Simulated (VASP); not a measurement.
Runs of VASP 6.6.1 on Ir. The structure is that of space group Fm-3m (No. 225), or close to it. The cells are those of the table. 

```csv
cell,further INCAR settings,gap on the mesh (eV),pressure (GPa)
"a = 2.792, b = 2.792, c = 3.812 Å, 2 atoms",ALGO = Fast; EDIFF = 1e-06; NBANDS = 16,none,-7.2
"a = 2.710, b = 2.710, c = 3.901 Å, 2 atoms",ALGO = Fast; EDIFF = 1e-06; NBANDS = 16,none,5.0
"a = 2.682, b = 2.682, c = 3.917 Å, 2 atoms",ALGO = Fast; EDIFF = 1e-07; NBANDS = 16,none,11.5
"a = 2.682, b = 2.682, c = 3.932 Å, 2 atoms",ALGO = Fast; EDIFF = 1e-06; NBANDS = 16,none,(c)
"a = 2.764, b = 2.764, c = 3.841 Å, 2 atoms",ALGO = Fast; EDIFF = 1e-06; NBANDS = 16,none,-3.6
"a = 2.764, b = 2.764, c = 3.847 Å, 2 atoms",ALGO = Fast; EDIFF = 1e-06; NBANDS = 16,none,-4.2
"a = 2.655, b = 2.655, c = 3.940 Å, 2 atoms",ALGO = Fast; EDIFF = 1e-07; NBANDS = 16,none,(a)
"a = 2.655, b = 2.655, c = 3.965 Å, 2 atoms",ALGO = Fast; EDIFF = 1e-06; NBANDS = 16,none,(b)
"a = 2.710, b = 2.710, c = 3.894 Å, 2 atoms",ALGO = Fast; EDIFF = 1e-06; NBANDS = 16,none,5.7
```

Alike in all rows: task single point; level PBE; potentials or basis VASP PAW PBE potentials, release 64 (Ir); no spin polarisation; k mesh 18 × 18 × 14; cutoff (eV) 520; smearing gaussian 0.1 eV.

Task: Fill in the values left out.

Result: (a) 18.0; (b) 15.5; (c) 10.0.

Caveats: spin-orbit coupling is left out, which moves the levels of the heavy elements; the cell stands under pressure (at least some runs); the cell stands under tension (at least some runs).

A k mesh can miss the band edges, and the runs leave out spin-orbit coupling on Ir.

A gap of «none» marks levels without a gap at the run's occupations.
